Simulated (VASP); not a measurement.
Wanted: the native input for a VASP 6.6.1 run.

| Property | Result |
| --- | --- |
| Task | relaxation of cell and atoms |
| Functional | PBEsol |
| Potentials or basis | VASP PAW PBE potentials, release 64 (Fe) |
| Cutoff | 600 eV |
| k mesh | 12 × 12 × 12 |
| Occupations | fermi-dirac, width 0.05 eV |
| Spin | collinear spin, ferromagnetic start |
| Starting moments | [3.5] μB |
| Dipole correction | no |
| Further INCAR settings | ALGO = Normal; EDIFF = 1e-07; IBRION = 2; EDIFFG = -0.01; NSW = 60; ISIF = 3 |

The structure of Fe lies in POSCAR:

```
Fe
1.0
   -1.4430000000      1.4430000000      1.4430000000
    1.4430000000     -1.4430000000      1.4430000000
    1.4430000000      1.4430000000     -1.4430000000
Fe
1
Direct
    0.0000000000      0.0000000000      0.0000000000
```

The input as run:

INCAR

```
PREC = Accurate
ENCUT = 600
EDIFF = 1E-7
ISMEAR = -1
SIGMA = 0.05
LREAL = False
LASPH = True
NELM = 150
ALGO = Normal
ISIF = 3
LWAVE = False
LCHARG = False
ISPIN = 2
MAGMOM = 3.5
LORBIT = 11
LMAXMIX = 4
GGA = PS
IBRION = 2
NSW = 60
EDIFFG = -0.01
```

KPOINTS

```
regular mesh
0
Gamma
  12 12 12
```

Potentials or basis: VASP PAW PBE potentials, release 64 (Fe).

Launch:

```bash
$ cat potpaw_PBE.64/Fe/POTCAR > POTCAR
$ mpirun -np 1 vasp_std > vasp.out
```

Results of the run:

| Item | Value |
| --- | --- |
| Relaxed volume | 10.80 Å³/atom |
| Relaxed cell | a = 2.412 Å, b = 2.412 Å, c = 2.412 Å, α = 109.47°, β = 109.47°, γ = 109.47° |
| Space group after relaxing (to 0.05 Å) | Im-3m (No. 229) |
| Energy gained by relaxing | 72.4 meV/atom |
| Ionic steps | 4 |
| Pressure after relaxing | -0.1 GPa |
| Net moment | 2.08 μB per cell |
| Site moments | Fe +2.06 μB |
| Valence electrons inside the program's atomic spheres | Fe 7.38 |

Caveat: the PAW data sets were made with another functional, which shifts forces and pressure a little; the volume moved by -10 % from the deposited cell, more than functionals usually miss.

Run time: 44 s on 1 thread of Intel Xeon 6975P-C (shared host), peak memory 0.15 GiB.
